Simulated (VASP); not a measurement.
Set up this calculation in VASP 6.6.1, as the native input.

* Task: single point
* Functional: LDA
* Potentials or basis: VASP PAW LDA potentials, release 64 (Te, Mo_sv)
* Cutoff: 520 eV
* k mesh: 12 × 12 × 2
* Occupations: gaussian, width 0.02 eV
* Spin: no spin polarisation
* Dipole correction: no
* Further INCAR settings: ALGO = Normal; EDIFF = 1e-06; NBANDS = 20

The structure of Te2Mo lies in POSCAR:

```
Te2Mo
1.0
    3.5705444614      0.0000000000      0.0000000000
   -1.7852722307      3.0921822089      0.0000000000
    0.0000000000      0.0000000000     17.2044547234
Te Mo
2 1
Direct
    0.3333333333      0.6666666667      0.8977580181
    0.3333333333      0.6666666667      0.1022419819
    0.0000000000      0.0000000000      0.0000000000
```

This cell differs from its parent crystal: biaxial strain in the a-b plane: +3.0 %.

One way to write it, as run:

INCAR

```
PREC = Accurate ; ENCUT = 520
EDIFF = 1E-6 ; ISMEAR = 0
SIGMA = 0.02 ; LREAL = F
LASPH = T ; NELM = 80
ALGO = Normal ; ISIF = 2
LWAVE = F ; LCHARG = F
NBANDS = 20
```

KPOINTS

```
Automatic mesh
0
Gamma
  12 12 2
```

Potentials or basis: VASP PAW LDA potentials, release 64 (Te, Mo_sv).

The run is started by

```sh
$ cat potpaw_LDA.64/Te/POTCAR potpaw_LDA.64/Mo_sv/POTCAR > POTCAR
$ mpirun -np 1 vasp_std > vasp.out
```

Results of the run:

```
Largest force          : 0.011 eV/Å
Band gap on the k mesh : 0.99 eV, direct
```

Caveat: the cell differs from its parent crystal (biaxial strain in the a-b plane: +3.0 %); spin-orbit coupling is left out, which moves the levels of the heavy elements.

It took 3 min on 1 thread of Intel(R) Xeon(R) Platinum 8259CL CPU @ 2.50GHz (Skylake/Cascade Lake), on a shared host, peak memory 0.33 GiB.
